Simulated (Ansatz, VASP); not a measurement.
**Ge in VASP and in Ansatz**

File INCAR:

```
SYSTEM = Ge
PREC     = Accurate       ! precision mode
ENCUT    = 520            ! plane-wave cutoff, eV
EDIFF    = 1E-7           ! SCF threshold, eV
ISMEAR   = 0              ! smearing method
SIGMA    = 0.15           ! smearing width, eV
LREAL    = .False.        ! projectors in reciprocal space
LASPH    = .True.         ! aspherical terms in the spheres
NELM     = 100            ! most SCF steps
ALGO     = Normal         ! electronic algorithm
ISIF     = 2              ! what is computed and relaxed
LWAVE    = .False.        ! write WAVECAR
LCHARG   = .False.        ! write CHGCAR
GGA      = PS             ! functional
NBANDS   = 21             ! bands
```

Contents of KPOINTS:

```
regular mesh
0
Gamma
  18 18 18
  0 0 0
```

Contents of POSCAR:

```
Ge
1.0
    0.0000000000      2.8095019190      2.8378807263
    2.8378807263      0.0000000000      2.8378807263
    2.8378807263      2.8095019190      0.0000000000
Ge
2
Direct
    0.5000000000      0.5000000000      0.5000000000
    0.7500000000      0.7500000000      0.7500000000
```

Input for Ansatz:

```yaml
crystal:
  lattice:
    - [0.0, 2.809501919, 2.8378807263]
    - [2.8378807263, 0.0, 2.8378807263]
    - [2.8378807263, 2.809501919, 0.0]
  atoms:
    - { symbol: Ge, position: [0.5, 0.5, 0.5] }
    - { symbol: Ge, position: [0.75, 0.75, 0.75] }
basis:
  ecutwfc: 420
kpoints:
  mp_grid: { grid: [18, 18, 18] }
hamiltonian:
  xc: pbesol
scf:
  occupations: { method: gaussian, width: 0.15 }
output:
  forces: true
  stress: true
  eigenvalues: true
```

Change from the starting cell: strain -0.0100 x Voigt [0, 1, 0, 0, 0, 0], atoms carried along.

Alike in both runs: task single point; functional PBEsol; k mesh 18 × 18 × 18; occupations gaussian, width 0.15 eV; no spin polarisation.

```csv
,VASP,Ansatz
version,VASP 6.6.1,Ansatz 0.2.0
potentials or method,"VASP PAW PBE potentials, release 64 (Ge_d), cutoff 520 eV","scalar-relativistic, plane waves, PAW"
valence electrons in the cell,28,28
```

VASP gave:

- gap on the k mesh at the Fermi level (eV): none
- pressure (GPa): 0.6
- traceless stress, the component that is largest in VASP (GPa): 0.47

Problem. Estimate Ansatz's values.

Solution. gap on the k mesh at the Fermi level (eV): none; pressure (GPa): 0.7; traceless stress, the component that is largest in VASP (GPa): 0.47.

VASP's potentials were made for PBE, not for PBEsol. A gap of «none» marks a metal or a gap that the smearing closes. The functional is the same, so the differences come from potentials, cutoffs and numerics.
